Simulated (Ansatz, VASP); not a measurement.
Nb in VASP and in Ansatz

```
Nb
1.0
    -1.66395    1.66395    1.66395
     1.66395   -1.66395    1.66395
     1.66395    1.66395   -1.66395
Nb
1
Direct
  0.00000 0.00000 0.00000
```

Alike in both runs: task single point; functional r2SCAN; k mesh 5 × 5 × 5; occupations fermi-dirac, width 0.05 eV; no spin polarisation.

|  | VASP | Ansatz |
| --- | --- | --- |
| version | VASP 6.6.1 | Ansatz 0.2.0 |
| potentials or method | VASP PAW PBE potentials, release 64 (Nb_sv), cutoff 550 eV | PAW, plane waves, scalar-relativistic |
| valence electrons in the cell | 13 | 13 |

VASP gave:

- pressure (GPa): -5.3

Q: Which values does Ansatz return?

A: Pressure (GPa): -5.1.

VASP's potentials were made for PBE, not for r2SCAN.

The k mesh is coarse, so the values compare programs but aren't converged.
